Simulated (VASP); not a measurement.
Here is a VASP 6.6.1 calculation.

Contents of INCAR:

```
SYSTEM = Hf
ALGO     = Normal         ! electronic algorithm
DIPOL    = 0.5 0.5 0.500
EDIFF    = 1E-7           ! SCF threshold, eV
EDIFFG   = -0.01          ! ionic threshold
ENCUT    = 520            ! plane-wave cutoff, eV
GGA      = PS             ! functional
IBRION   = 2              ! ionic algorithm
IDIPOL   = 3            
ISIF     = 2              ! what is computed and relaxed
ISMEAR   = -1             ! smearing method
KPAR     = 4            
LASPH    = .TRUE.         ! aspherical terms in the spheres
LCHARG   = .FALSE.        ! write CHGCAR
LDIPOL   = .TRUE.       
LREAL    = .FALSE.        ! projectors in reciprocal space
LWAVE    = .FALSE.        ! write WAVECAR
NELM     = 100            ! most SCF steps
NSW      = 60             ! ionic steps
PREC     = Accurate       ! precision mode
SIGMA    = 0.1            ! smearing width, eV
```

Contents of KPOINTS:

```
k-points
0
G
  13 13 1
  0 0 0
```

POSCAR

```
Hf
1.0
    3.1580102184      0.0000000000      0.0000000000
   -1.5790051092      2.7349170745      0.0000000000
    0.0000000000      0.0000000000     26.0090000000
Hf
5
Direct
    0.0000000000      0.0000000000      0.3075857772
    0.3333333340      0.6666666660      0.4037928888
    0.0000000000      0.0000000000      0.4999999997
    0.3333333340      0.6666666660      0.5962071112
    0.0000000000      0.0000000000      0.6924142228
```

Potentials or basis: VASP PAW PBE potentials, release 64 (Hf_pv).

Run with:

```bash
$ cat potpaw_PBE.64/Hf_pv/POTCAR > POTCAR
$ mpirun -np 4 vasp_std > vasp.out
```

Problem. Estimate the band gap on the k mesh.

Solution. Zero (bands 25 and 26 overlap by 1.55 eV).

Problem. What does it give for the energy gained by relaxing?

Solution. 24.9 meV/atom.

Final structure:
```yaml
crystal:
  lattice:
    - [3.15801, 0.00000, 0.00000]
    - [-1.57901, 2.73492, 0.00000]
    - [0.00000, 0.00000, 26.00900]
  atoms:
    - { symbol: Hf, position: [0.00000, 0.00000, 0.31204] }
    - { symbol: Hf, position: [0.33333, 0.66667, 0.40205] }
    - { symbol: Hf, position: [0.00000, 0.00000, 0.50000] }
    - { symbol: Hf, position: [0.33333, 0.66667, 0.59795] }
    - { symbol: Hf, position: [0.00000, 0.00000, 0.68796] }
```

Caveat: spin-orbit coupling is left out, which moves the levels of the heavy elements.
